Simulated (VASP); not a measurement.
Write the native input for VASP 6.6.1 that does the following.

| Property | Result |
| --- | --- |
| Task | single point |
| Functional | r2SCAN |
| Potentials or basis | VASP PAW PBE potentials, release 64 (Cl, Na_pv) |
| Cutoff | 520 eV |
| k mesh | 8 × 8 × 8 |
| Occupations | fermi-dirac, width 0.05 eV |
| Spin | no spin polarisation |
| Dipole correction | no |
| Further INCAR settings | ALGO = Normal; EDIFF = 1e-06; NBANDS = 14 |

Crystal: NaCl.

```
Cl Na
1.0
     0.00000    2.73703    2.73703
     2.73703    0.00000    2.73703
     2.73703    2.73703    0.00000
Cl Na
1 1
Direct
  0.50000 0.50000 0.50000
  0.00000 0.00000 0.00000
```

The input as run:

POSCAR

```
NaCl
1.0
    0.0000000000      2.7370255149      2.7370255149
    2.7370255149      0.0000000000      2.7370255149
    2.7370255149      2.7370255149      0.0000000000
Cl Na
1 1
Direct
    0.5000000000      0.5000000000      0.5000000000
    0.0000000000      0.0000000000      0.0000000000
```

INCAR.step1

```
SYSTEM = NaCl
PREC = Accurate
ENCUT = 520
ISMEAR = -1
SIGMA = 0.05
LREAL = .FALSE.
LASPH = .TRUE.
NELM = 80
NBANDS = 14
GGA = PE
ALGO = Normal
EDIFF = 1E-4
LWAVE = .TRUE.
LCHARG = .FALSE.
```

INCAR.step2

```
SYSTEM = NaCl
PREC = Accurate
ENCUT = 520
EDIFF = 1E-6
ISMEAR = -1
SIGMA = 0.05
LREAL = .FALSE.
LASPH = .TRUE.
NELM = 80
ALGO = Normal
ISIF = 2
LWAVE = .FALSE.
LCHARG = .TRUE.
METAGGA = R2SCAN
LMIXTAU = .TRUE.
LELF = .TRUE.
LVHAR = .TRUE.
NBANDS = 14
ISTART = 1
```

KPOINTS

```
Automatic mesh
0
G
  8 8 8
  0 0 0
```

Potentials or basis: VASP PAW PBE potentials, release 64 (Cl, Na_pv).

Command:

```sh
$ cat potpaw_PBE.64/Cl/POTCAR potpaw_PBE.64/Na_pv/POTCAR > POTCAR
$ cp INCAR.step1 INCAR
$ mpirun -np 1 vasp_std > vasp.out
$ cp INCAR.step2 INCAR
$ mpirun -np 1 vasp_std > vasp.out
```

Results of the run:

| Quantity | Value |
| --- | --- |
| Pressure | 2.0 GPa |
| Band gap on the k mesh | 6.32 eV |

Caveat: the PAW data sets were made with another functional, which shifts forces and pressure a little.

It took 2.4 min on 1 thread of AMD EPYC 7R13, on a shared host, peak memory 0.14 GiB.
